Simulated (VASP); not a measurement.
# TiTl2Sb3 (P6/mmm) in VASP: single point with PBE

Aim: the single point of TiTl2Sb3 with PBE.

Everything below comes from runs of VASP 6.6.1. Logs are shortened: lines on timing, memory, paths and dates and some standing lists are left out, and cuts for length are marked.

### Step 1. The cell of the first run

It takes space group P6/mmm (No. 191, hexagonal). Conventional cell: a = 5.988 Å, b = 5.988 Å, c = 5.984 Å, α = 90.00°, β = 90.00°, γ = 120.00°. Within 4.5 Å of Ti (site symmetry 6/mmm) lie 6 Tl at 3.46 Å and 12 Sb at 4.23 Å. Tl (site symmetry -6m2) has 6 Sb at 3.46 Å and 3 Tl at 3.46 Å and 3 Ti at 3.46 Å within 4.5 Å. Sb (site symmetry mmm) has 4 Sb at 2.99 Å and 4 Tl at 3.46 Å within 3.9 Å.

The cell was built from a structure type or drawn by symmetry, and may not be a known phase.

### Step 2. Single point, PBE

INCAR reads:

```
PREC = Accurate ; ENCUT = 520
EDIFF = 1E-6 ; ISMEAR = 0
SIGMA = 0.1 ; LREAL = F
LASPH = T ; NELM = 100
ALGO = Fast ; ISIF = 2
LWAVE = F ; LCHARG = T
GGA = PE ; LELF = T
LVHAR = T ; NBANDS = 36
```

KPOINTS reads:

```
regular mesh
0
Gamma
  9 9 6
```

POSCAR reads:

```
TiTl2Sb3
1.0
    5.9877887910      0.0000000000      0.0000000000
   -2.9938943955      5.1855772055      0.0000000000
    0.0000000000      0.0000000000      5.9842138771
Ti Tl Sb
1 2 3
Direct
    0.0000000000      0.0000000000      0.0000000000
    0.6666666667      0.3333333333      0.0000000000
    0.3333333333      0.6666666667      0.0000000000
    0.5000000000      0.0000000000      0.5000000000
    0.0000000000      0.5000000000      0.5000000000
    0.5000000000      0.5000000000      0.5000000000
```

Potentials or basis: VASP PAW PBE potentials, release 64 (Ti_sv, Tl_d, Sb).

The run is started by

```
$ cat potpaw_PBE.64/Ti_sv/POTCAR potpaw_PBE.64/Tl_d/POTCAR potpaw_PBE.64/Sb/POTCAR > POTCAR
$ mpirun -np 1 vasp_std > vasp.out
```

OUTCAR:

```text
PREC = Accurate
   ENCUT = 520
   EDIFF = 1E-6
   ISMEAR = 0
   LREAL = F
   LASPH = T
   NELM = 100
   ISIF = 2
   GGA = PE

 ion  position               nearest neighbor table
   1  0.000  0.000  0.000-   2 3.46   3 3.46   3 3.46   2 3.46   2 3.46   3 3.46
   2  0.667  0.333  0.000-   4 3.46   4 3.46   5 3.46   5 3.46   6 3.46   6 3.46   3 3.46   1 3.46
                             3 3.46   1 3.46   1 3.46   3 3.46
   3  0.333  0.667  0.000-   4 3.46   4 3.46   5 3.46   5 3.46   6 3.46   6 3.46   2 3.46   1 3.46
                             2 3.46   1 3.46   1 3.46   2 3.46
   4  0.500  0.000  0.500-   5 2.99   6 2.99   6 2.99   5 2.99   2 3.46   3 3.46   2 3.46   3 3.46

   5  0.000  0.500  0.500-   4 2.99   4 2.99   6 2.99   6 2.99   2 3.46   3 3.46   2 3.46   3 3.46

   6  0.500  0.500  0.500-   4 2.99   4 2.99   5 2.99   5 2.99   2 3.46   3 3.46   2 3.46   3 3.46

  LATTYP: Found a hexagonal cell.
 ALAT       =     5.9877887910
 C/A-ratio  =     0.9994029659

  Lattice vectors:

 A1 = (   5.9877887910,   0.0000000000,   0.0000000000)
 A2 = (  -2.9938943955,   5.1855772055,   0.0000000000)
 A3 = (   0.0000000000,   0.0000000000,   5.9842138771)

Analysis of symmetry for initial positions (statically):
=====================================================================
 Subroutine PRICEL returns:
 Original cell was already a primitive cell.

 Routine SETGRP: Setting up the symmetry group for a
 hexagonal supercell.

 Subroutine GETGRP returns: Found 24 space group operations
 (whereof 24 operations were pure point group operations)
 out of a pool of 24 trial point group operations.

The static configuration has the point symmetry D_6h.

Analysis of symmetry for dynamics (positions and initial velocities):
=====================================================================
 Subroutine PRICEL returns:
 Original cell was already a primitive cell.

 Routine SETGRP: Setting up the symmetry group for a
 hexagonal supercell.

 Subroutine GETGRP returns: Found 24 space group operations
 (whereof 24 operations were pure point group operations)
 out of a pool of 24 trial point group operations.

The dynamic configuration has the point symmetry D_6h.

 Subroutine INISYM returns: Found 24 space group operations
 (whereof 24 operations are pure point group operations),
 and found     1 'primitive' translations

----------------------------------------------------------------------------------------

                                     Primitive cell

  volume of cell :     185.8107

  direct lattice vectors                    reciprocal lattice vectors
     5.987788791  0.000000000  0.000000000     0.167006559  0.096421282  0.000000000
    -2.993894395  5.185577205  0.000000000     0.000000000  0.192842563  0.000000000
     0.000000000  0.000000000  5.984213877     0.000000000  0.000000000  0.167106327

  length of vectors
     5.987788791  5.987788791  5.984213877     0.192842563  0.192842563  0.167106327

  position of ions in fractional coordinates (direct lattice)
     0.000000000  0.000000000  0.000000000
     0.666666667  0.333333333  0.000000000
     0.333333333  0.666666667  0.000000000
     0.500000000  0.000000000  0.500000000
     0.000000000  0.500000000  0.500000000
     0.500000000  0.500000000  0.500000000

  ion indices of the primitive-cell ions
   primitive index   ion index
                 1           1
                 2           2
                 3           3
                 4           4
                 5           5
                 6           6

----------------------------------------------------------------------------------------

 KPOINTS: regular mesh

Automatic generation of k-mesh.
 Grid dimensions read from file:
 generate k-points for:    9    9    6

 Generating k-lattice:

  Cartesian coordinates                     Fractional coordinates (reciprocal lattice)
     0.018556284  0.010713476  0.000000000     0.111111111  0.000000000  0.000000000
     0.000000000  0.021426951  0.000000000     0.000000000  0.111111111  0.000000000
     0.000000000  0.000000000  0.027851054     0.000000000  0.000000000  0.166666667

  Length of vectors
     0.021426951  0.021426951  0.027851054

  Shift w.r.t. Gamma in fractional coordinates (k-lattice)
     0.000000000  0.000000000  0.000000000

 Subroutine IBZKPT returns following result:
 ===========================================

 Found     48 irreducible k-points:

 Following reciprocal coordinates:
            Coordinates               Weight
  0.000000  0.000000  0.000000      1.000000
  0.111111  0.000000  0.000000      6.000000
  0.222222  0.000000  0.000000      6.000000
  0.333333 -0.000000  0.000000      6.000000
  0.444444  0.000000  0.000000      6.000000
  0.111111  0.111111  0.000000      6.000000
[... 16 lines left out ...]
  0.333333  0.222222  0.166667     24.000000
  0.333333  0.333333  0.166667      4.000000
 [... further k-points ...]
   k-points           NKPTS =     48   k-points in BZ     NKDIM =     48   number of bands    NBANDS=     36
   number of dos      NEDOS =    301   number of ions     NIONS =      6
   total plane-waves  NPLWV = 110592
   dimension x,y,z NGX =    48 NGY =   48 NGZ =   48
   dimension x,y,z NGXF=    96 NGYF=   96 NGZF=   96
   ions per type =               1   2   3
   NGX,Y,Z   is equivalent  to a cutoff of  13.33, 13.33, 13.33 a.u.
   NGXF,Y,Z  is equivalent  to a cutoff of  26.65, 26.65, 26.67 a.u.
 SYSTEM =  unknown system
   PREC   = accura    normal or accurate (medium, high low for compatibility)
   ISTART =      0    job   : 0-new  1-cont  2-samecut
   ICHARG =      2    charge: 1-file 2-atom 10-const
   ISPIN  =      1    spin polarized calculation?
   LNONCOLLINEAR =      F non collinear calculations
   LSORBIT =      F    spin-orbit coupling
   LASPH  =      T    aspherical Exc in radial PAW
   ENCUT  =  520.0 eV  38.22 Ry    6.18 a.u.  11.13 11.13 11.13*2*pi/ulx,y,z
   NELM   =    100;   NELMIN=  2; NELMDL= -5     # of ELM steps
   EDIFF  = 0.1E-05   stopping-criterion for ELM
   LREAL  =      F    real-space projection
   EDIFFG = 0.1E-04   stopping-criterion for IOM
   NSW    =      0    number of steps for IOM
   IBRION =     -1    ionic relax: 0-MD 1-quasi-New 2-CG
   NFREE  =      0    steps in history (QN), initial steepest desc. (CG)
   ISIF   =      2    stress and relaxation
   ISYM   =      2    0-nonsym 1-usesym 2-fastsym
   POTIM  = 0.5000    time-step for ionic-motion
   TEBEG  =    0.0;   TEEND  =   0.0 temperature during run
   PSTRESS=    0.0 pullay stress
   NELECT =      53.0000    total number of electrons
   NUPDOWN=      -1.0000    fix difference up-down
   EMIN   =  10.00;   EMAX   =-10.00  energy-range for DOS
   EFERMI =   0.00;   METHOD = LEGACY
   ISMEAR =     0;   SIGMA  =   0.10  broadening in eV -4-tet -1-fermi 0-gaus
   EFERMI_NEDOS =   21; number of points for ismear=-14 and -15
   IALGO  =     68    algorithm
   IMIX   =      4    mixing-type and parameters
     AMIX     =   0.40;   BMIX     =  1.00
     AMIX_MAG =   1.60;   BMIX_MAG =  1.00
  volume/ion in A,a.u.               =      30.97       208.99
  Fermi-wavevector in a.u.,A,eV,Ry     =   1.077647  2.036458 15.800762  1.161323
  Thomas-Fermi vector in A             =   2.213564
   LORBIT       =      0    0 simple, 1 ext, 2 COOP (PROOUT), +10 PAW based schemes
   GGA     = PE    functional components
   LHFCALC =     F    Hartree Fock is set to
   AEXX    =    0.0000 exact exchange contribution
   IVDW    =     0    specifies the selected vdW correction
   LEPSILON=     F    determine dielectric tensor
   LRPA    =     F    only Hartree local field effects (RPA)
 non-spin polarized calculation
 RMM-DIIS sequential band-by-band and
 Gauss-broadening in eV      SIGMA  =   0.10
  energy-cutoff  :      520.00
  volume of cell :      185.81
 maximum number of plane-waves:      5042
 NGX is ok and might be reduce to    48
   NGX = 23   NGY = 23   NGZ = 23

 number of electron      53.0000015 magnetization

 Free energy of the ion-electron system (eV)
  ---------------------------------------------------
  ext. energy  EPLUGINS =         0.00000000
  ---------------------------------------------------
  free energy    TOTEN  =       -20.82142149 eV

  energy without entropy =      -20.75950685  energy(sigma->0) =      -20.79046417

 E-fermi :   6.0747     XC(G=0):  -9.4455

 val. band max:        6.0746214465   @ k =   0.4444   0.1111   0.1667
 cond. band min:       6.0808149699   @ k =   0.4444   0.1111   0.5000
 fundamental gap:      0.0061935234
 Fermi energy:         6.0746910876

 k-point     1 :       0.0000    0.0000    0.0000
  band No.  band energies     occupation
      1     -51.8479      2.00000
      2     -28.2071      2.00000
      3     -28.0658      2.00000
      4     -28.0658      2.00000
      5      -6.1367      2.00000
      6      -5.2292      2.00000
[... 28 lines left out ...]
     35       8.3361      0.00000
     36       8.3361      0.00000

 k-point     2 :       0.1111    0.0000    0.0000
  band No.  band energies     occupation
      1     -51.8479      2.00000
      2     -28.2071      2.00000
      3     -28.0658      2.00000
      4     -28.0658      2.00000
      5      -6.0893      2.00000
      6      -5.2312      2.00000
[... 28 lines left out ...]
     35       9.1096      0.00000
     36       9.1264      0.00000

 k-point     3 :       0.2222    0.0000    0.0000
  band No.  band energies     occupation
      1     -51.8479      2.00000
      2     -28.2071      2.00000
      3     -28.0658      2.00000
      4     -28.0658      2.00000
      5      -5.9553      2.00000
      6      -5.2604      2.00000
[... 28 lines left out ...]
     35       9.0884      0.00000
     36       9.4932      0.00000
[... 742 lines left out ...]
 k-point    23 :       0.3333    0.2222    0.1667
  band No.  band energies     occupation
      1     -51.8479      2.00000
      2     -28.2071      2.00000
      3     -28.0659      2.00000
      4     -28.0658      2.00000
      5      -5.4694      2.00000
      6      -5.3451      2.00000
[... 28 lines left out ...]
     35       8.9522      0.00000
     36       9.5795      0.00000

 k-point    24 :       0.3333    0.3333    0.1667
  band No.  band energies     occupation
      1     -51.8479      2.00000
      2     -28.2071      2.00000
      3     -28.0659      2.00000
      4     -28.0659      2.00000
      5      -5.3737      2.00000
      6      -5.3737      2.00000
[... 28 lines left out ...]
     35       8.5639      0.00000
     36       8.6208      0.00000

 [... further k-points ...]
[... 5 lines left out ...]
  --------------------------------------------------------------------------------------
  -------------------------------------------------------------------------------------
  Total        0.0140449      0.0140449     -0.0751370      0.0000000     -0.0000000      0.0000000
  in kB        0.1211040      0.1211040     -0.6478787      0.0000000     -0.0000000      0.0000000
  external PRESSURE =      -0.1352235 kB  Pullay stress =       0.0000000 kB

 VOLUME and BASIS-vectors are now :
 -----------------------------------------------------------------------------
  energy-cutoff  :      520.00
  volume of cell :      185.81
      direct lattice vectors                 reciprocal lattice vectors
     5.987788791  0.000000000  0.000000000     0.167006559  0.096421282  0.000000000
    -2.993894395  5.185577205  0.000000000     0.000000000  0.192842563  0.000000000
     0.000000000  0.000000000  5.984213877     0.000000000  0.000000000  0.167106327

 POSITION                                       TOTAL-FORCE (eV/Angst)
 -----------------------------------------------------------------------------------
      0.00000      0.00000      0.00000        -0.000000      0.000000      0.000000
      2.99389      1.72853      0.00000         0.000000     -0.000000     -0.000000
     -0.00000      3.45705      0.00000        -0.000000      0.000000      0.000000
      2.99389      0.00000      2.99211        -0.000000      0.000000      0.000000
     -1.49695      2.59279      2.99211        -0.000000      0.000000      0.000000
      1.49695      2.59279      2.99211         0.000000      0.000000      0.000000
 -----------------------------------------------------------------------------------
    total drift:                               -0.000000      0.000000      0.000000

  FREE ENERGIE OF THE ION-ELECTRON SYSTEM (eV)
  ---------------------------------------------------
  free  energy   TOTEN  =       -20.8214214856 eV

  energy  without entropy=      -20.7595068538  energy(sigma->0) =      -20.79046417
```

Wall time 12 min (1 thread of Intel Xeon Platinum 8488C (Sapphire Rapids), shared host); peak memory 0.54 GiB.

Results:

```
Free energy            : -20.8214 eV
Pressure               : 0.0 GPa
Band gap on the k mesh : zero (an odd number of electrons rules out a gap without spin polarisation)
```

Stress tensor (GPa, compression positive):
```
 0.01  0.00  0.00
 0.00  0.01  0.00
 0.00  0.00 -0.06
```

Caveat: spin-orbit coupling is left out, which moves the levels of the heavy elements.
